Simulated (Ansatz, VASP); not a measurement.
**C in VASP and in Ansatz**

```
C
1.0
     3.56028    0.00000    0.00000
     0.00000   -3.56028    0.00000
     0.00000    0.00000   -3.56028
C
8
Direct
  0.51297 0.98703 0.98703
  0.00000 0.50000 0.00000
  0.00000 0.00000 0.50000
  0.50000 0.50000 0.50000
  0.75000 0.75000 0.75000
  0.25000 0.25000 0.75000
  0.25000 0.75000 0.25000
  0.75000 0.25000 0.25000
```

Alike in both runs: task single point; functional r2SCAN; k mesh 6 × 6 × 6; occupations gaussian, width 0.05 eV; no spin polarisation.

|  | VASP | Ansatz |
| --- | --- | --- |
| version | VASP 6.6.1 | Ansatz 0.2.0 |
| potentials or method | VASP PAW PBE potentials, release 64 (C), cutoff 520 eV | scalar-relativistic, plane waves, PAW |
| valence electrons in the cell | 32 | 32 |

```csv
,VASP,Ansatz,Ansatz less VASP
gap on the k mesh at the Fermi level (eV),4.12,4.15,+0.030
least direct gap on the mesh (eV),4.50,4.52,+0.025
pressure (GPa),1.9,0.8,-1.11
"traceless stress, the component that is largest in VASP (GPa)",0.87,0.81,-0.063
rms of the force components (eV/Å),0.951,0.945,-0.0055
```

VASP's potentials were made for PBE, not for r2SCAN. Atom by atom the forces differ by 0.007 eV/Å (rms over components). With one functional, cell and mesh, what is left measures potentials, basis and numerics.
